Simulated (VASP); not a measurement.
Co:

```
Co
1.0
     0.00000    1.75624    1.75624
     1.75624    0.00000    1.75624
     1.75624    1.75624    0.00000
Co
1
Direct
  0.00000 0.00000 0.00000
```

This isn't the form of Co at room conditions, which is hcp.

Base run:

- Program: VASP 6.6.1
- Functional: r2SCAN
- Potentials or basis: VASP PAW PBE potentials, release 64 (Co)
- Cutoff: 520 eV
- k mesh: 20 × 20 × 20
- Occupations: gaussian, width 0.05 eV
- Spin: collinear spin, ferromagnetic start
- Starting moments: [0.5] μB

Its results: pressure -19.9 GPa; net moment 0.00 μB per cell.

Q: The run is repeated on the same cell with these changes: moments at the start from [0.5] to [2.14]. What comes out?

A: Pressure 0.0 GPa; net moment 1.83 μB per cell; site moments Co +1.89 μB.

Caveats: the PAW data sets were made with another functional, which shifts forces and pressure a little; the cell stands under tension (at least some runs).
